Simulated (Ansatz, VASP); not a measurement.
GaAs in VASP and in Ansatz

```
Ga As
1.0
     0.00000    2.82248    2.82248
     2.82248    0.00000    2.82248
     2.82248    2.82248    0.00000
Ga As
1 1
Direct
  0.00000 0.00000 0.00000
  0.25000 0.25000 0.25000
```

Alike in both runs: task single point; functional PBEsol; k mesh 8 × 8 × 8; occupations gaussian, width 0.02 eV; no spin polarisation.

|  | VASP | Ansatz |
| --- | --- | --- |
| version | VASP 6.6.1 | Ansatz 0.2.0 |
| potentials or method | VASP PAW PBE potentials, release 64 (Ga_d, As), cutoff 500 eV | scalar-relativistic, plane waves, PAW |
| valence electrons in the cell | 18 | 28 |

|  | VASP | Ansatz | Ansatz less VASP |
| --- | --- | --- | --- |
| gap on the k mesh at the Fermi level (eV) | 0.49 | 0.48 | -0.011 |
| least direct gap on the mesh (eV) | 0.49 | 0.48 | -0.011 |
| pressure (GPa) | 0.7 | 0.5 | -0.14 |

VASP's potentials were made for PBE, not for PBEsol, and Ansatz warns of the same on its side. VASP's potentials hold 18 valence electrons a cell and Ansatz's 28, so a difference there can come from the potentials and not from the codes.
